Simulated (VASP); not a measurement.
Write the native input for VASP 6.6.1 that does the following.

* Task: single point
* Functional: PBE
* Dispersion: D3(BJ)
* Potentials or basis: VASP PAW PBE potentials, release 64 (Ti_sv, H)
* Cutoff: 520 eV
* k mesh: 3 × 2 × 4
* Occupations: fermi-dirac, width 0.05 eV
* Spin: no spin polarisation
* Dipole correction: no
* Further INCAR settings: ALGO = Normal; EDIFF = 1e-06; NBANDS = 84

The structure of Ti12H (a cell with a defect) lies in POSCAR:

```
Ti12H
1.0
    5.9000000000      0.0000000000      0.0000000000
   -4.4250000000      7.6643250000      0.0000000000
    0.0000000000      0.0000000000      4.6846000000
Ti H
12 1
Direct
   -0.0066874011     -0.0043269303     -0.0025227341
    0.1474473248      0.2133758681      0.5022078726
   -0.0028753792      0.3305471780     -0.0009294283
    0.1655241934      0.5539414104      0.4986141826
    0.0053222332      0.6703973279     -0.0008564232
    0.1725854133      0.8924569352      0.4981695342
    0.5019715137      0.0003195324     -0.0015414336
    0.6725834870      0.2152471353      0.5024390556
    0.4985999618      0.3330765593      0.0056999530
    0.6819660848      0.5728212204      0.5030171199
    0.4976709681      0.6666256976     -0.0011755539
    0.6598266748      0.8856143235      0.4985044614
    0.5014149330      0.3369365208      0.4721668872
```

These files were run (other wordings do the same):

INCAR

```
PREC = Accurate
ENCUT = 520
EDIFF = 1E-6
ISMEAR = -1
SIGMA = 0.05
LREAL = False
LASPH = True
NELM = 80
ALGO = Normal
ISIF = 2
LWAVE = False
LCHARG = False
GGA = PE
IVDW = 12
NBANDS = 84
```

KPOINTS

```
regular mesh
0
Gamma
  3 2 4
```

Potentials or basis: VASP PAW PBE potentials, release 64 (Ti_sv, H).

Command:

```bash
$ cat potpaw_PBE.64/Ti_sv/POTCAR potpaw_PBE.64/H/POTCAR > POTCAR
$ mpirun -np 1 vasp_std > vasp.out
```

It gave:

- Pressure: -5.8 GPa
- Largest force: 0.252 eV/Å
- Band gap on the k mesh: zero (an odd number of electrons rules out a gap without spin polarisation)
- Dispersion energy per atom: -0.561 eV

Caveat: the k points lie up to 0.41 Å⁻¹ apart, too coarse for converged energies and pressures of a metal.

Run time: 15 min on 1 thread of Oxide Virtual Turin-like Processor (shared host), peak memory 0.41 GiB.
